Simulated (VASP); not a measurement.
# MgO (db) (Fm-3m) in VASP: single point with PBE

Aim: the single point of MgO (db) with PBE.

Program: VASP 6.6.1. These are calculated values, not measurements. Logs are shortened: lines on timing, memory, paths and dates and some standing lists are left out, and cuts for length are marked.

## Step 1: The cell of the first run

The structure is cubic, space group Fm-3m (No. 225). The conventional cell has a = 4.217 Å, b = 4.217 Å, c = 4.217 Å, α = 90.00°, β = 90.00°, γ = 90.00°. Mg (site symmetry m-3m) has 6 O at 2.11 Å within 2.8 Å. O (site symmetry m-3m) has 6 Mg at 2.11 Å within 2.8 Å.

## Step 2: Single point, PBE

Input file INCAR:

```
SYSTEM = MgO
ALGO = Normal
EDIFF = 1E-6
ENCUT = 520
GGA = PE
ISIF = 2
ISMEAR = 0
LASPH = .TRUE.
LCHARG = .FALSE.
LREAL = .FALSE.
LWAVE = .FALSE.
NBANDS = 11
NELM = 60
PREC = Accurate
SIGMA = 0.02
```

Input file KPOINTS:

```
k-points
0
G
  10 10 10
  0 0 0
```

Input file POSCAR:

```
MgO
1.0
    0.0000000000      2.1085000000      2.1085000000
    2.1085000000      0.0000000000      2.1085000000
    2.1085000000      2.1085000000      0.0000000000
Mg O
1 1
Direct
    0.0000000000      0.0000000000      0.0000000000
    0.5000000000      0.5000000000      0.5000000000
```

Potentials or basis: VASP PAW PBE potentials, release 64 (Mg, O).

Command:

```
$ cat potpaw_PBE.64/Mg/POTCAR potpaw_PBE.64/O/POTCAR > POTCAR
$ mpirun -np 1 vasp_std > vasp.out
```

OUTCAR:

```text
SYSTEM = MgO
   EDIFF = 1E-6
   ENCUT = 520
   GGA = PE
   ISIF = 2
   ISMEAR = 0
   LASPH = .TRUE.
   LREAL = .FALSE.
   NELM = 60
   PREC = Accurate

 ion  position               nearest neighbor table
   1  0.000  0.000  0.000-   2 2.11   2 2.11   2 2.11   2 2.11   2 2.11   2 2.11
   2  0.500  0.500  0.500-   1 2.11   1 2.11   1 2.11   1 2.11   1 2.11   1 2.11

  LATTYP: Found a face centered cubic cell.
 ALAT       =     4.2170000000

  Lattice vectors:

 A1 = (   0.0000000000,   2.1085000000,   2.1085000000)
 A2 = (   2.1085000000,   0.0000000000,   2.1085000000)
 A3 = (   2.1085000000,   2.1085000000,   0.0000000000)

Analysis of symmetry for initial positions (statically):
=====================================================================
 Subroutine PRICEL returns:
 Original cell was already a primitive cell.

 Routine SETGRP: Setting up the symmetry group for a
 face centered cubic supercell.

 Subroutine GETGRP returns: Found 48 space group operations
 (whereof 48 operations were pure point group operations)
 out of a pool of 48 trial point group operations.

The static configuration has the point symmetry O_h .

Analysis of symmetry for dynamics (positions and initial velocities):
=====================================================================
 Subroutine PRICEL returns:
 Original cell was already a primitive cell.

 Routine SETGRP: Setting up the symmetry group for a
 face centered cubic supercell.

 Subroutine GETGRP returns: Found 48 space group operations
 (whereof 48 operations were pure point group operations)
 out of a pool of 48 trial point group operations.

The dynamic configuration has the point symmetry O_h .

 Subroutine INISYM returns: Found 48 space group operations
 (whereof 48 operations are pure point group operations),
 and found     1 'primitive' translations

----------------------------------------------------------------------------------------

                                     Primitive cell

  volume of cell :      18.7478

  direct lattice vectors                    reciprocal lattice vectors
     0.000000000  2.108500000  2.108500000    -0.237135404  0.237135404  0.237135404
     2.108500000  0.000000000  2.108500000     0.237135404 -0.237135404  0.237135404
     2.108500000  2.108500000  0.000000000     0.237135404  0.237135404 -0.237135404

  length of vectors
     2.981869296  2.981869296  2.981869296     0.410730569  0.410730569  0.410730569

  position of ions in fractional coordinates (direct lattice)
     0.000000000  0.000000000  0.000000000
     0.500000000  0.500000000  0.500000000

  ion indices of the primitive-cell ions
   primitive index   ion index
                 1           1
                 2           2

----------------------------------------------------------------------------------------

 KPOINTS: k-points

Automatic generation of k-mesh.
 Grid dimensions read from file:
 generate k-points for:   10   10   10

 Generating k-lattice:

  Cartesian coordinates                     Fractional coordinates (reciprocal lattice)
    -0.023713540  0.023713540  0.023713540     0.100000000  0.000000000  0.000000000
     0.023713540 -0.023713540  0.023713540     0.000000000  0.100000000  0.000000000
     0.023713540  0.023713540 -0.023713540     0.000000000  0.000000000  0.100000000

  Length of vectors
     0.041073057  0.041073057  0.041073057

  Shift w.r.t. Gamma in fractional coordinates (k-lattice)
     0.000000000  0.000000000  0.000000000

 Subroutine IBZKPT returns following result:
 ===========================================

 Found     47 irreducible k-points:

 Following reciprocal coordinates:
            Coordinates               Weight
  0.000000  0.000000  0.000000      1.000000
  0.100000  0.000000  0.000000      8.000000
  0.200000  0.000000  0.000000      8.000000
  0.300000  0.000000  0.000000      8.000000
  0.400000  0.000000  0.000000      8.000000
  0.500000  0.000000  0.000000      4.000000
[... 16 lines left out ...]
  0.300000  0.300000  0.000000      6.000000
  0.400000  0.300000  0.000000     24.000000
 [... further k-points ...]
   k-points           NKPTS =     47   k-points in BZ     NKDIM =     47   number of bands    NBANDS=     11
   number of dos      NEDOS =    301   number of ions     NIONS =      2
   total plane-waves  NPLWV =  13824
   dimension x,y,z NGX =    24 NGY =   24 NGZ =   24
   dimension x,y,z NGXF=    48 NGYF=   48 NGZF=   48
   ions per type =               1   1
   NGX,Y,Z   is equivalent  to a cutoff of  13.38, 13.38, 13.38 a.u.
   NGXF,Y,Z  is equivalent  to a cutoff of  26.76, 26.76, 26.76 a.u.
 SYSTEM =  MgO
   PREC   = accura    normal or accurate (medium, high low for compatibility)
   ISTART =      0    job   : 0-new  1-cont  2-samecut
   ICHARG =      2    charge: 1-file 2-atom 10-const
   ISPIN  =      1    spin polarized calculation?
   LNONCOLLINEAR =      F non collinear calculations
   LSORBIT =      F    spin-orbit coupling
   LASPH  =      T    aspherical Exc in radial PAW
   ENCUT  =  520.0 eV  38.22 Ry    6.18 a.u.   5.54  5.54  5.54*2*pi/ulx,y,z
   NELM   =     60;   NELMIN=  2; NELMDL= -5     # of ELM steps
   EDIFF  = 0.1E-05   stopping-criterion for ELM
   LREAL  =      F    real-space projection
   EDIFFG = 0.1E-04   stopping-criterion for IOM
   NSW    =      0    number of steps for IOM
   IBRION =     -1    ionic relax: 0-MD 1-quasi-New 2-CG
   NFREE  =      0    steps in history (QN), initial steepest desc. (CG)
   ISIF   =      2    stress and relaxation
   ISYM   =      2    0-nonsym 1-usesym 2-fastsym
   POTIM  = 0.5000    time-step for ionic-motion
   TEBEG  =    0.0;   TEEND  =   0.0 temperature during run
   PSTRESS=    0.0 pullay stress
   NELECT =       8.0000    total number of electrons
   NUPDOWN=      -1.0000    fix difference up-down
   EMIN   =  10.00;   EMAX   =-10.00  energy-range for DOS
   EFERMI =   0.00;   METHOD = LEGACY
   ISMEAR =     0;   SIGMA  =   0.02  broadening in eV -4-tet -1-fermi 0-gaus
   EFERMI_NEDOS =   21; number of points for ismear=-14 and -15
   IALGO  =     38    algorithm
   IMIX   =      4    mixing-type and parameters
     AMIX     =   0.40;   BMIX     =  1.00
     AMIX_MAG =   1.60;   BMIX_MAG =  1.00
  volume/ion in A,a.u.               =       9.37        63.26
  Fermi-wavevector in a.u.,A,eV,Ry     =   1.232503  2.329092 20.668107  1.519063
  Thomas-Fermi vector in A             =   2.367270
   LORBIT       =      0    0 simple, 1 ext, 2 COOP (PROOUT), +10 PAW based schemes
   GGA     = PE    functional components
   LHFCALC =     F    Hartree Fock is set to
   AEXX    =    0.0000 exact exchange contribution
   IVDW    =     0    specifies the selected vdW correction
   LEPSILON=     F    determine dielectric tensor
   LRPA    =     F    only Hartree local field effects (RPA)
 non-spin polarized calculation
 Gauss-broadening in eV      SIGMA  =   0.02
  energy-cutoff  :      520.00
  volume of cell :       18.75
 maximum number of plane-waves:       531
 NGX is ok and might be reduce to    24
   NGX = 11   NGY = 11   NGZ = 11

 number of electron       8.0000005 magnetization

 Free energy of the ion-electron system (eV)
  ---------------------------------------------------
  ext. energy  EPLUGINS =         0.00000000
  ---------------------------------------------------
  free energy    TOTEN  =       -11.90712859 eV

  energy without entropy =      -11.90712859  energy(sigma->0) =      -11.90712859

 E-fermi :   3.2616     XC(G=0): -11.0620

 val. band max:        3.1607233050   @ k =   0.0000   0.0000   0.0000
 cond. band min:       7.8529647879   @ k =   0.0000   0.0000   0.0000
 fundamental gap:      4.6922414829
 Fermi energy:         3.2615618403

 k-point     1 :       0.0000    0.0000    0.0000
  band No.  band energies     occupation
      1     -14.0848      2.00000
      2       3.1607      2.00000
      3       3.1607      2.00000
      4       3.1607      2.00000
      5       7.8530      0.00000
      6      18.9405      0.00000
      7      18.9405      0.00000
      8      18.9405      0.00000
      9      22.8479      0.00000
     10      24.6182      0.00000
     11      24.6182      0.00000

 k-point     2 :       0.1000    0.0000    0.0000
  band No.  band energies     occupation
      1     -13.9797      2.00000
      2       2.5096      2.00000
      3       3.0936      2.00000
      4       3.0936      2.00000
      5       8.4821      0.00000
      6      17.6920      0.00000
      7      19.1791      0.00000
      8      19.1791      0.00000
      9      23.8850      0.00000
     10      23.8850      0.00000
     11      24.4980      0.00000

 k-point     3 :       0.2000    0.0000    0.0000
  band No.  band energies     occupation
      1     -13.6908      2.00000
      2       1.1923      2.00000
      3       2.9235      2.00000
      4       2.9235      2.00000
      5       9.6790      0.00000
      6      16.1787      0.00000
      7      19.6585      0.00000
      8      19.6585      0.00000
      9      23.1926      0.00000
     10      23.1926      0.00000
     11      25.3690      0.00000

 k-point     4 :       0.3000    0.0000    0.0000
  band No.  band energies     occupation
      1     -13.3012      2.00000
      2      -0.1239      2.00000
      3       2.7235      2.00000
      4       2.7236      2.00000
      5      10.6193      0.00000
      6      15.4850      0.00000
      7      19.7676      0.00000
      8      19.7676      0.00000
      9      23.6392      0.00000
     10      23.6392      0.00000
     11      24.7526      0.00000
[... 239 lines left out ...]
 k-point    22 :      -0.2000    0.2000    0.0000
  band No.  band energies     occupation
      1     -13.1854      2.00000
      2       0.0725      2.00000
      3       1.8308      2.00000
      4       2.7204      2.00000
      5      11.5719      0.00000
      6      15.0476      0.00000
      7      18.2316      0.00000
      8      20.9119      0.00000
      9      21.6117      0.00000
     10      24.4838      0.00000
     11      27.9348      0.00000

 k-point    23 :       0.3000    0.3000    0.0000
  band No.  band energies     occupation
      1     -13.1003      2.00000
      2       0.0191      2.00000
      3       2.2274      2.00000
      4       2.2274      2.00000
      5      11.9760      0.00000
      6      13.5868      0.00000
      7      17.5516      0.00000
      8      21.0547      0.00000
      9      21.0547      0.00000
     10      27.2658      0.00000
     11      30.4696      0.00000

 k-point    24 :       0.4000    0.3000    0.0000
  band No.  band energies     occupation
      1     -12.8547      2.00000
      2      -0.4029      2.00000
      3       1.8631      2.00000
      4       2.0808      2.00000
      5      12.6997      0.00000
      6      13.3282      0.00000
      7      16.7255      0.00000
      8      21.2934      0.00000
      9      21.4991      0.00000
     10      28.0050      0.00000
     11      30.0687      0.00000

 [... further k-points ...]
[... 5 lines left out ...]
  --------------------------------------------------------------------------------------
  -------------------------------------------------------------------------------------
  Total        0.3931229      0.3931229      0.3931229      0.0000000      0.0000000      0.0000000
  in kB       33.5960421     33.5960421     33.5960421      0.0000000      0.0000000      0.0000000
  external PRESSURE =      33.5960421 kB  Pullay stress =       0.0000000 kB

 VOLUME and BASIS-vectors are now :
 -----------------------------------------------------------------------------
  energy-cutoff  :      520.00
  volume of cell :       18.75
      direct lattice vectors                 reciprocal lattice vectors
     0.000000000  2.108500000  2.108500000    -0.237135404  0.237135404  0.237135404
     2.108500000  0.000000000  2.108500000     0.237135404 -0.237135404  0.237135404
     2.108500000  2.108500000  0.000000000     0.237135404  0.237135404 -0.237135404

 POSITION                                       TOTAL-FORCE (eV/Angst)
 -----------------------------------------------------------------------------------
      0.00000      0.00000      0.00000        -0.000000      0.000000      0.000000
      2.10850      2.10850      2.10850         0.000000     -0.000000     -0.000000
 -----------------------------------------------------------------------------------
    total drift:                               -0.000000     -0.000000      0.000000

  FREE ENERGIE OF THE ION-ELECTRON SYSTEM (eV)
  ---------------------------------------------------
  free  energy   TOTEN  =       -11.9071285873 eV

  energy  without entropy=      -11.9071285873  energy(sigma->0) =      -11.90712859
```

It took 14 s on 1 thread of Intel Xeon 8259CL, shared host; peak memory 0.14 GiB.

Results:

| Item | Value |
| --- | --- |
| Free energy | -11.9071 eV |
| Pressure | 3.4 GPa |
| Band gap on the k mesh | 4.69 eV, direct |

Expect the measured gap to be larger: semilocal functionals such as PBE lack the derivative discontinuity.
